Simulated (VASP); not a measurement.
# Ge: single point with PBEsol

The system is Ge.

```
CELL_PARAMETERS angstrom
2.83788 -2.83788 0.00000
2.83788 0.00000 -2.83788
5.67576 5.67576 5.67576
ATOMIC_POSITIONS crystal
Ge 0.66667 0.66667 0.83333
Ge 0.00000 0.00000 0.50000
Ge 0.33333 0.33333 0.16667
Ge 0.66667 0.66667 0.08333
Ge 0.00000 0.00000 0.75000
Ge 0.33333 0.33333 0.41667
```

```json
{
  "Program": "VASP 6.6.1",
  "Task": "single point",
  "Functional": "PBEsol",
  "Potentials or basis": "VASP PAW PBE potentials, release 64 (Ge_d)",
  "Cutoff": "520 eV",
  "k mesh": "13 × 13 × 5",
  "Occupations": "gaussian, width 0.15 eV",
  "Spin": "no spin polarisation"
}
```

```
Pressure               : -0.1 GPa
Band gap on the k mesh : zero (filled and empty bands touch)
```

Levels at points of the mesh, in eV from the Fermi level:
```
           k point  band 38  band 39  band 40  band 41  band 42  band 43  band 44  band 45  band 46  band 47
(0.00, 0.00, 0.00)    -1.20    -1.20    -0.13    -0.04    -0.04    -0.04     0.28     0.28     2.49     2.49
```

Run time: 10 min on 1 thread of Oxide Virtual Turin-like Processor, with other jobs on the host, peak memory 0.5 GiB.

Caveat: semilocal functionals underestimate gaps, and a narrow one can read as zero; the PAW data sets were made with another functional, which shifts forces and pressure a little.
